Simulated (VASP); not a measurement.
A run of VASP 6.6.1 is set up as follows.

The input INCAR:

```
PREC = Accurate ; ENCUT = 520
EDIFF = 1E-8 ; ISMEAR = -1
SIGMA = 0.01 ; LREAL = False
LASPH = True ; NELM = 100
ALGO = Normal ; ISIF = 2
LWAVE = False ; LCHARG = False
GGA = PE ; LEFG = True
NBANDS = 15
```

KPOINTS

```
Automatic mesh
0
Gamma
  7 7 7
```

POSCAR

```
KBr
1.0
    0.0000000000      3.2648306246      3.2648306246
    3.2648306246      0.0000000000      3.2648306246
    3.2648306246      3.2648306246      0.0000000000
K Br
1 1
Direct
    0.0000000000      0.0000000000      0.0000000000
    0.5000000000      0.5000000000      0.5000000000
```

Potentials or basis: VASP PAW PBE potentials, release 64 (K_sv, Br).

Launch:

```bash
$ cat potpaw_PBE.64/K_sv/POTCAR potpaw_PBE.64/Br/POTCAR > POTCAR
$ mpirun -np 1 vasp_std > vasp.out
```

Q: Predict the band gap on the k mesh.

A: 4.52 eV, direct.

Q: Estimate the pressure.

A: 1.3 GPa.

Caveat: without QUAD_EFG the Cq values of the log hold for a quadrupole moment of 1 mb, not for the nuclei.
